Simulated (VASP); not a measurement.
## BAs: electric field gradients with LDA

The system is BAs.

```
B As
1.0
     0.00000    2.41239    2.38850
     2.41239    0.00000    2.38850
     2.41239    2.41239    0.00000
B As
1 1
Direct
  0.00000 0.00000 0.00000
  0.75000 0.75000 0.75000
```

This cell differs from its parent crystal: equal xx and yy strain of +1 %.

```json
{
 "Program": "VASP 6.6.1",
 "Task": "electric field gradients",
 "Functional": "LDA",
 "Potentials or basis": "VASP PAW LDA potentials, release 64 (B, As)",
 "Cutoff": "520 eV",
 "k mesh": "13 × 13 × 13",
 "Occupations": "fermi-dirac, width 0.05 eV",
 "Spin": "no spin polarisation",
 "Dipole correction": "no",
 "Further INCAR settings": "ALGO = Normal; EDIFF = 1e-08; NBANDS = 11"
}
```

```yaml
Pressure: -5.7 GPa
Band_gap_on_the_k_mesh: 1.00 eV, indirect (least direct gap 3.12 eV)
```

Stress tensor (GPa, compression positive):
```
-6.32  0.00  0.00
 0.00 -6.32  0.00
 0.00  0.00 -4.32
```

Levels at points of the mesh, in eV from the valence-band top:
| k point | band 1 | band 2 | band 3 | band 4 | band 5 | band 6 | band 7 | band 8 | band 9 |
| --- | --- | --- | --- | --- | --- | --- | --- | --- | --- |
| (0.00, 0.00, 0.00) | -15.26 | -0.09 | -0.09 | 0.00 | 3.12 | 3.18 | 3.18 | 4.38 | 9.20 |

Electric field gradients, principal values (V/Å²):
| atom | least | middle | greatest (by size) |
| --- | --- | --- | --- |
| 1 B | 0.024 | 0.024 | -0.047 |
| 2 As | 0.637 | 0.638 | -1.275 |

Wall time 46 s on 1 thread of Intel Xeon 6975P-C (shared host), peak memory 0.19 GiB.

Caveat: the cell differs from its parent crystal (equal xx and yy strain of +1 %); without QUAD_EFG the Cq values of the log hold for a quadrupole moment of 1 mb, not for the nuclei. A k mesh can miss the band edges.
